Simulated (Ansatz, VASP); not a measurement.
**Two plane-wave programs on Al2O3**

The input INCAR:

```
ALGO = Normal
EDIFF = 1E-6
ENCUT = 600
GGA = LIBXC
GGA_COMPAT = F
ISIF = 2
ISMEAR = -1
LASPH = T
LCHARG = F
LIBXC1 = GGA_X_B88
LIBXC2 = GGA_C_PBE
LREAL = F
LWAVE = F
NBANDS = 35
NELM = 120
PREC = Accurate
SIGMA = 0.05
```

The input KPOINTS:

```
k-points
0
Gamma
  7 7 7
```

Contents of POSCAR:

```
Al2O3
1.0
    2.3480805160      1.3556649179      4.2733207511
   -2.3480805160      1.3556649179      4.2733207511
    0.0000000000     -2.7113298360      4.2733207511
Al O
4 6
Direct
    0.8521600000      0.8521600000      0.8521600000
    0.6478400000      0.6478400000      0.6478400000
    0.1478400000      0.1478400000      0.1478400000
    0.3521600000      0.3521600000      0.3521600000
    0.0566800000      0.7500000000      0.4433200000
    0.7500000000      0.4433200000      0.0566800000
    0.4433200000      0.0566800000      0.7500000000
    0.9433200000      0.2500000000      0.5566800000
    0.2500000000      0.5566800000      0.9433200000
    0.5566800000      0.9433200000      0.2500000000
```

input.yaml

```yaml
crystal:
  lattice:
    - [2.348080516, 1.3556649179, 4.2733207511]
    - [-2.348080516, 1.3556649179, 4.2733207511]
    - [0.0, -2.711329836, 4.2733207511]
  atoms:
    - { symbol: Al, position: [0.85216, 0.85216, 0.85216] }
    - { symbol: Al, position: [0.64784, 0.64784, 0.64784] }
    - { symbol: Al, position: [0.14784, 0.14784, 0.14784] }
    - { symbol: Al, position: [0.35216, 0.35216, 0.35216] }
    - { symbol: O, position: [0.05668, 0.75, 0.44332] }
    - { symbol: O, position: [0.75, 0.44332, 0.05668] }
    - { symbol: O, position: [0.44332, 0.05668, 0.75] }
    - { symbol: O, position: [0.94332, 0.25, 0.55668] }
    - { symbol: O, position: [0.25, 0.55668, 0.94332] }
    - { symbol: O, position: [0.55668, 0.94332, 0.25] }
hamiltonian:
  xc: { exchange: b88, correlation: pbe }
  pseudopotentials: { kind: paw }
kpoints:
  mp_grid: { grid: [7, 7, 7] }
scf:
  occupations: { method: fermi_dirac, width: 0.05 }
output:
  forces: true
  stress: true
  eigenvalues: true
  write_density: true
  write_potential: true
  elf: true
  volumetric_format: npy
```

Alike in both runs: task single point; functional b88 exchange, pbe correlation; k mesh 7 × 7 × 7; occupations fermi-dirac, width 0.05 eV; no spin polarisation.

```csv
,VASP,Ansatz
version,VASP 6.6.1,Ansatz 0.2.0
potentials or method,"VASP PAW PBE potentials, release 64 (Al, O)",Ansatz PAW
plane-wave cutoff (eV),600,420
valence electrons in the cell,48,48
```

```tsv
	VASP	Ansatz	Ansatz less VASP
gap on the k mesh at the Fermi level (eV)	6.78	6.77	-0.006
least direct gap on the mesh (eV)	6.78	6.77	-0.006
pressure (GPa)	18.2	18.9	+0.63
traceless stress, the component that is largest in VASP (GPa)	-1.00	-0.95	+0.042
rms of the force components (eV/Å)	0.020	0.019	-0.0008
```

VASP's potentials were made for PBE, not for b88 exchange, pbe correlation. Atom by atom the forces differ by 0.003 eV/Å (rms over components).

Noted on Ansatz's run: odd divisions of the mesh miss points on the zone boundary, where band edges often lie, so the gap on the mesh can be too wide.
